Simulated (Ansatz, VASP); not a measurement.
**Sn2SeS3: VASP beside Ansatz**

```
Sn Se S
1.0
     3.58691    2.07091    3.42772
    -3.58691    2.07091    3.42772
     0.00000   -4.14181    3.42772
Sn Se S
2 1 3
Direct
  0.67195 0.67195 0.67195
  0.32805 0.32805 0.32805
  0.00000 0.00000 0.00000
  0.00000 0.50000 0.00000
  0.50000 0.00000 0.00000
  0.00000 0.00000 0.50000
```

Change from the starting cell: species swapped into the Y2Co3Si type (R-3m, No. 166).

Alike in both runs: functional PBE; k mesh 6 × 6 × 6; occupations gaussian, width 0.1 eV; no spin polarisation.

Ansatz relaxed the structure, and its values are those at the end. VASP's run is a single point on that final structure, the one shown.

|  | VASP | Ansatz |
| --- | --- | --- |
| version | VASP 6.6.1 | Ansatz 0.2.0 |
| potentials or method | VASP PAW PBE potentials, release 64 (Sn_d, Se, S), cutoff 520 eV | scalar-relativistic, plane waves, PAW |
| valence electrons in the cell | 52 | 62 |

```csv
,VASP,Ansatz,Ansatz less VASP
gap on the k mesh at the Fermi level (eV),none,none,-
pressure (GPa),0.0,0.1,+0.04
rms of the force components (eV/Å),0.003,0.004,+0.0012
```

A gap of «none» marks a metal or a gap that the smearing closes. VASP's potentials hold 52 valence electrons a cell and Ansatz's 62, so a difference there can come from the potentials and not from the codes.
